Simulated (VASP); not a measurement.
Input of a VASP 6.6.1 run:

Contents of INCAR:

```
ALGO     = Normal         # electronic algorithm
EDIFF    = 1E-6           # SCF threshold, eV
ENCUT    = 520            # plane-wave cutoff, eV
GGA      = RE             # functional
ISIF     = 2              # what is computed and relaxed
ISMEAR   = -1             # smearing method
LASPH    = T              # aspherical terms in the spheres
LCHARG   = T              # write CHGCAR
LELF     = T              # ELF
LREAL    = F              # projectors in reciprocal space
LVHAR    = T            
LWAVE    = F              # write WAVECAR
NBANDS   = 26             # bands
NELM     = 60             # most SCF steps
PREC     = Accurate       # precision mode
SIGMA    = 0.1            # smearing width, eV
```

File KPOINTS:

```
k-points
0
Gamma
  9 9 12
```

File POSCAR:

```
In
1.0
    5.4412679522      0.0000000000      0.0000000000
   -2.7206339761      4.7122762754      0.0000000000
    0.0000000000      0.0000000000      3.3787458925
In
3
Direct
    0.0000000000      0.0000000000      0.0000000000
    0.3333333333      0.6666666667      0.5000000000
    0.6666666667      0.3333333333      0.5000000000
```

Potentials or basis: VASP PAW PBE potentials, release 64 (In_d).

Launch:

```bash
$ cat potpaw_PBE.64/In_d/POTCAR > POTCAR
$ mpirun -np 1 vasp_std > vasp.out
```

What does it give for the pressure?

0.2 GPa.

What does it give for the band gap on the k mesh?

Zero (an odd number of electrons rules out a gap without spin polarisation).

Stress tensor (GPa, compression positive):
```
 0.57  0.00  0.00
 0.00  0.57  0.00
 0.00  0.00 -0.66
```

Caveat: the PAW data sets were made with another functional, which shifts forces and pressure a little; spin-orbit coupling is left out, which moves the levels of the heavy elements.
